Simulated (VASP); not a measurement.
Here is a VASP 6.6.1 calculation.

Contents of INCAR:

```
PREC = Accurate ; ENCUT = 520
EDIFF = 1E-6 ; ISMEAR = -1
SIGMA = 0.08 ; LREAL = False
LASPH = True ; NELM = 60
ALGO = Normal ; ISIF = 2
LWAVE = False ; LCHARG = False
GGA = PE ; NBANDS = 9
```

File KPOINTS:

```
Automatic mesh
0
Gamma
  19 19 17
```

File POSCAR:

```
S
1.0
    2.3394091069      0.0000000000      0.0000000000
   -1.1697045535      2.0259877164      0.0000000000
    0.0000000000      0.0000000000      2.1036552903
S
1
Direct
    0.0000000000      0.0000000000      0.0000000000
```

Potentials or basis: VASP PAW PBE potentials, release 64 (S).

Launch:

```console
$ cat potpaw_PBE.64/S/POTCAR > POTCAR
$ mpirun -np 1 vasp_std > vasp.out
```

(1) What does it give for the pressure?

(2) What does it give for the band gap on the k mesh?

## Answers

(1) 109.4 GPa.

(2) zero (bands 3 and 4 overlap by 13.49 eV).

Caveat: the cell stands under pressure.
